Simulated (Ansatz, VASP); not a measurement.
# Two plane-wave programs on YS

File INCAR:

```
SYSTEM = YS
  PREC = Accurate
  ENCUT = 520
  EDIFF = 1E-8
  ISMEAR = -1
  SIGMA = 0.01
  LREAL = .False.
  LASPH = .True.
  NELM = 100
  ALGO = Normal
  ISIF = 2
  LWAVE = .False.
  LCHARG = .False.
  GGA = CA
  LEFG = .True.
  NBANDS = 16
```

File KPOINTS:

```
Automatic mesh
0
Gamma
  8 8 8
  0 0 0
```

Contents of POSCAR:

```
YS
1.0
    0.0000000000      2.7344738445      2.7344738445
    2.7344738445      0.0000000000      2.7344738445
    2.7344738445      2.7344738445      0.0000000000
Y S
1 1
Direct
    0.5000000000      0.5000000000      0.5000000000
    0.0000000000      0.0000000000      0.0000000000
```

Input for Ansatz:

```yaml
crystal:
  lattice:
    - [0.0, 2.7344738445, 2.7344738445]
    - [2.7344738445, 0.0, 2.7344738445]
    - [2.7344738445, 2.7344738445, 0.0]
  atoms:
    - { symbol: "Y", position: [0.5, 0.5, 0.5] }
    - { symbol: S, position: [0.0, 0.0, 0.0] }
kpoints:
  mp_grid: { grid: [8, 8, 8] }
scf:
  occupations: { method: fermi_dirac, width: 0.01 }
hamiltonian:
  xc: lda
  pseudopotentials: { kind: paw }
output:
  forces: true
  stress: true
  eigenvalues: true
  efg: { contact_densities: true }
```

Change from the starting cell: volume scaled by 0.99, PAW files.

Alike in both runs: task electric field gradients; functional LDA; k mesh 8 × 8 × 8; occupations fermi-dirac, width 0.01 eV; no spin polarisation.

|  | VASP | Ansatz |
| --- | --- | --- |
| version | VASP 6.6.1 | Ansatz 0.2.0 |
| potentials or method | VASP PAW LDA potentials, release 64 (Y_sv, S) | PAW with Ansatz's default frozen-core files, scalar-relativistic |
| plane-wave cutoff (eV) | 520 | 420 |
| valence electrons in the cell | 17 | 17 |

|  | VASP | Ansatz | Ansatz less VASP |
| --- | --- | --- | --- |
| pressure (GPa) | -2.8 | -2.8 | -0.04 |

LDA's correlation is that of Perdew and Zunger in VASP and of Perdew and Wang (1992) in Ansatz.
